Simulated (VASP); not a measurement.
Wanted: the native input for a VASP 6.6.1 run.

| Property | Result |
| --- | --- |
| Task | single point |
| Functional | PBEsol |
| Potentials or basis | VASP PAW PBE potentials, release 64 (Ti_sv, Si) |
| Cutoff | 520 eV |
| k mesh | 12 × 12 × 12 |
| Occupations | fermi-dirac, width 0.1 eV |
| Spin | no spin polarisation |
| Dipole correction | no |
| Further INCAR settings | ALGO = Normal; EDIFF = 1e-06; NBANDS = 15 |

The structure of TiSi (zincblende type) lies in POSCAR:

```
TiSi
1.0
    0.0000000000      2.5475411636      2.5475411636
    2.5475411636      0.0000000000      2.5475411636
    2.5475411636      2.5475411636      0.0000000000
Ti Si
1 1
Direct
    0.0000000000      0.0000000000      0.0000000000
    0.2500000000      0.2500000000      0.2500000000
```

One way to write it, as run:

INCAR

```
SYSTEM = TiSi
ALGO     = Normal         ! electronic algorithm
EDIFF    = 1E-6           ! SCF threshold, eV
ENCUT    = 520            ! plane-wave cutoff, eV
GGA      = PS             ! functional
ISIF     = 2              ! what is computed and relaxed
ISMEAR   = -1             ! smearing method
LASPH    = .True.         ! aspherical terms in the spheres
LCHARG   = .True.         ! write CHGCAR
LELF     = .True.         ! ELF
LREAL    = .False.        ! projectors in reciprocal space
LVHAR    = .True.       
LWAVE    = .False.        ! write WAVECAR
NBANDS   = 15             ! bands
NELM     = 60             ! most SCF steps
PREC     = Accurate       ! precision mode
SIGMA    = 0.1            ! smearing width, eV
```

KPOINTS

```
k-points
0
Gamma
  12 12 12
  0 0 0
```

Potentials or basis: VASP PAW PBE potentials, release 64 (Ti_sv, Si).

Run with:

```sh
$ cat potpaw_PBE.64/Ti_sv/POTCAR potpaw_PBE.64/Si/POTCAR > POTCAR
$ mpirun -np 1 vasp_std > vasp.out
```

Results of the run:

- Pressure: 40.2 GPa
- Band gap on the k mesh: zero (bands 8 and 9 overlap by 0.68 eV)

Caveat: the cell stands under pressure; the PAW data sets were made with another functional, which shifts forces and pressure a little.

Run time: 26 s on 1 thread of Intel(R) Xeon(R) Platinum 8488C (Sapphire Rapids), on a shared host, peak memory 0.17 GiB.
